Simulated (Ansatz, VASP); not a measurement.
## Ti2O: VASP beside Ansatz

```
CELL_PARAMETERS angstrom
-1.47572 -2.55602 0.00000
1.47572 -2.55602 0.00000
0.00000 0.00000 15.62801
ATOMIC_POSITIONS crystal
Ti 0.33333 0.33333 0.54488
Ti 0.33333 0.33333 0.23685
Ti 0.66667 0.66667 0.07119
Ti 0.66667 0.66667 0.37923
O 0.00000 0.00000 0.15402
O 0.00000 0.00000 0.46206
```

Alike in both runs: task single point; functional r2SCAN; k mesh 18 × 18 × 5; occupations gaussian, width 0.15 eV; no spin polarisation.

|  | VASP | Ansatz |
| --- | --- | --- |
| version | VASP 6.6.1 | Ansatz 0.2.0 |
| potentials or method | VASP PAW PBE potentials, release 64 (Ti_sv, O), cutoff 520 eV | scalar-relativistic, plane waves, PAW |
| valence electrons in the cell | 60 | 60 |

|  | VASP | Ansatz | Ansatz less VASP |
| --- | --- | --- | --- |
| gap on the k mesh at the Fermi level (eV) | none | none | - |
| rms of the force components (eV/Å) | 0.139 | 0.150 | +0.0106 |

VASP's potentials were made for PBE, not for r2SCAN. Atom by atom the forces differ by 0.033 eV/Å (rms over components). A gap of «none» marks a metal or a gap that the smearing closes.
